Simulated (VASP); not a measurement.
SnSe: single point with PBEsol

SnSe:

```
Sn Se
1.0
     0.00000    3.01000    2.85950
     3.01000    0.00000    2.85950
     3.01000    3.01000    0.00000
Sn Se
1 1
Direct
  0.00000 0.00000 0.00000
  0.50000 0.50000 0.50000
```

```yaml
Program: VASP 6.6.1
Task: single point
Functional: PBEsol
Potentials_or_basis: VASP PAW PBE potentials, release 64 (Sn_d, Se)
Cutoff: 520 eV
k_mesh: 6 × 6 × 6
Occupations: fermi-dirac, width 0.05 eV
Spin: no spin polarisation
Dipole_correction: no
Further_INCAR_settings: ALGO = Normal; EDIFF = 1e-06; NBANDS = 17
```

```json
{"Pressure": "0.9 GPa", "Band gap on the k mesh": "0.96 eV, direct"}
```

Stress tensor (GPa, compression positive):
```
-1.78  0.00  0.00
 0.00 -1.78  0.00
 0.00  0.00  6.19
```

Levels at points of the mesh, in eV from the valence-band top:
| k point | band 8 | band 9 | band 10 | band 11 | band 12 | band 13 |
| --- | --- | --- | --- | --- | --- | --- |
| (0.00, 0.00, 0.00) | -2.56 | -2.02 | -2.02 | 4.21 | 4.21 | 5.54 |
| (0.50, 0.00, 0.00) | -1.99 | -1.90 | 0.00 | 0.96 | 1.18 | 1.52 |
| (0.50, 0.50, 0.00) | -5.80 | -3.84 | -3.84 | 2.78 | 5.59 | 5.59 |
| (0.50, 0.00, 0.50) | -5.70 | -4.02 | -3.41 | 2.96 | 5.20 | 6.18 |

It took 57 s on 1 thread of Intel Xeon 6975P-C, on a shared host, peak memory 0.16 GiB.

Caveat: the PAW data sets were made with another functional, which shifts forces and pressure a little; spin-orbit coupling is left out, which moves the levels of the heavy elements. A k mesh can miss the band edges.
